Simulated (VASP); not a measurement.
## Au: single point with LDA

The system is Au.

```
Au
1.0
     0.00000    2.28019    2.28019
     2.28019    0.00000    2.28019
     2.28019    2.28019    0.00000
Au
2
Cartesian
  -0.5700 -0.5700 -0.5700
  0.5700 0.5700 0.5700
```

This isn't the form of Au at room conditions, which is fcc.

| Quantity | Value |
| --- | --- |
| Program | VASP 6.6.1 |
| Task | single point |
| Functional | LDA |
| Potentials or basis | VASP PAW LDA potentials, release 64 (Au) |
| Cutoff | 520 eV |
| k mesh | 12 × 12 × 12 |
| Occupations | fermi-dirac, width 0.1 eV |
| Spin | no spin polarisation |
| Dipole correction | no |
| Further INCAR settings | ALGO = Normal; EDIFF = 1e-06; NBANDS = 18 |

```json
{"Pressure": "482.5 GPa", "Band gap on the k mesh": "zero (bands 11 and 12 overlap by 0.83 eV)"}
```

Levels at points of the mesh, in eV from the Fermi level:
```tsv
k point	band 9	band 10	band 11	band 12	band 13	band 14
(0.00, 0.00, 0.00)	-5.97	-0.90	-0.90	11.22	12.20	12.20
(0.50, 0.00, 0.00)	-4.41	-2.28	-2.28	0.03	8.68	12.21
(0.50, 0.50, 0.00)	-1.79	-1.79	0.79	0.79	3.14	3.14
```

Run time: 15 s on 1 thread of Intel Xeon 8259CL (shared host), peak memory 0.14 GiB.

Caveat: the cell stands under pressure; spin-orbit coupling is left out, which moves the levels of the heavy elements.
